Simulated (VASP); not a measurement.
CaO, 4 atoms in the cell. Symmetry: P6_3/mmc, No. 194, hexagonal system. The conventional cell has a = 3.900 Å, b = 3.900 Å, c = 4.673 Å, α = 90.00°, β = 90.00°, γ = 120.00°. Ca (site symmetry -6m2) has 5 O at 2.25 to 2.34 Å within 3.0 Å. O (site symmetry -6m2) has 5 Ca at 2.25 to 2.34 Å within 3.0 Å. 

* Program: VASP 6.6.1
* Task: single point
* Functional: r2SCAN
* Potentials or basis: VASP PAW PBE potentials, release 64 (Ca_sv, O)
* Cutoff: 520 eV
* k mesh: 6 × 6 × 4
* Occupations: gaussian, width 0.01 eV
* Spin: no spin polarisation
* Dipole correction: no
* Further INCAR settings: ALGO = Normal; EDIFF = 1e-07; NBANDS = 24

Potentials or basis: VASP PAW PBE potentials, release 64 (Ca_sv, O).

The run is started by

```console
$ cat potpaw_PBE.64/Ca_sv/POTCAR potpaw_PBE.64/O/POTCAR > POTCAR
$ cp INCAR.step1 INCAR
$ mpirun -np 1 vasp_std > vasp.out
$ cp INCAR.step2 INCAR
$ mpirun -np 1 vasp_std > vasp.out
```

Hardware: 1 thread of Intel(R) Xeon(R) 6975P-C (Granite Rapids) (shared host).

How long does it take, and how much memory?

It took 83 s on 1 thread of Intel(R) Xeon(R) 6975P-C (Granite Rapids), with other jobs on the host, peak memory 0.19 GiB. Counts: k points 21.
